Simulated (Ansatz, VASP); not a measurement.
# TiO in VASP and in Ansatz

POSCAR

```
TiO
1.0
    4.9801152658      0.0000000000      0.0000000000
   -2.4900576329      4.3129063340      0.0000000000
    0.0000000000      0.0000000000      2.8654226597
Ti O
3 3
Direct
    0.6666666667      0.3333333333      0.5000000000
    0.3333333333      0.6666666667      0.5000000000
    0.0000000000      0.0000000000      0.0000000000
    0.6057670848      0.6057670848      0.0000000000
    0.3942329152      0.0000000000      0.0000000000
    0.0000000000      0.3942329152      0.0000000000
```

Contents of INCAR.step1:

```
SYSTEM = TiO
PREC = Accurate
ENCUT = 520
ISMEAR = 0
SIGMA = 0.15
LREAL = .False.
LASPH = .True.
NELM = 60
NBANDS = 36
GGA = PE
ALGO = Normal
EDIFF = 1E-4
LWAVE = .True.
LCHARG = .False.
```

File INCAR.step2:

```
SYSTEM = TiO
PREC = Accurate
ENCUT = 520
EDIFF = 1E-7
ISMEAR = 0
SIGMA = 0.15
LREAL = .False.
LASPH = .True.
NELM = 60
ALGO = Normal
ISIF = 2
LWAVE = .False.
LCHARG = .False.
METAGGA = R2SCAN
LMIXTAU = .True.
NBANDS = 36
ISTART = 1
```

The input KPOINTS:

```
Automatic mesh
0
Gamma
  12 12 18
  0 0 0
```

Input for Ansatz:

```yaml
crystal:
  lattice:
    - [4.9801152658, 0.0, 0.0]
    - [-2.4900576329, 4.312906334, 0.0]
    - [0.0, 0.0, 2.8654226597]
  atoms:
    - { symbol: Ti, position: [0.6666666667, 0.3333333333, 0.5] }
    - { symbol: Ti, position: [0.3333333333, 0.6666666667, 0.5] }
    - { symbol: Ti, position: [0.0, 0.0, 0.0] }
    - { symbol: O, position: [0.6057670848, 0.6057670848, 0.0] }
    - { symbol: O, position: [0.3942329152, 0.0, 0.0] }
    - { symbol: O, position: [0.0, 0.3942329152, 0.0] }
basis:
  ecutwfc: 500
kpoints:
  mp_grid: { grid: [12, 12, 18] }
hamiltonian:
  xc: r2scan
scf:
  occupations: { method: gaussian, width: 0.15 }
output:
  forces: true
  stress: true
  eigenvalues: true
  write_density: true
  write_potential: true
  elf: true
  volumetric_format: npy
```

Alike in both runs: task single point; functional r2SCAN; k mesh 12 × 12 × 18; occupations gaussian, width 0.15 eV; no spin polarisation.

|  | VASP | Ansatz |
| --- | --- | --- |
| version | VASP 6.6.1 | Ansatz 0.2.0 |
| potentials or method | VASP PAW PBE potentials, release 64 (Ti_sv, O), cutoff 520 eV | scalar-relativistic, plane waves, PAW |
| valence electrons in the cell | 54 | 54 |

|  | VASP | Ansatz | Ansatz less VASP |
| --- | --- | --- | --- |
| gap on the k mesh at the Fermi level (eV) | none | none | - |
| pressure (GPa) | 1.6 | 0.0 | -1.60 |
| traceless stress, the component that is largest in VASP (GPa) | 0.18 | 0.17 | -0.009 |
| rms of the force components (eV/Å) | 0.011 | 0.000 | -0.0109 |

VASP's potentials were made for PBE, not for r2SCAN. Atom by atom the forces differ by 0.011 eV/Å (rms over components). A gap of «none» marks a metal or a gap that the smearing closes.
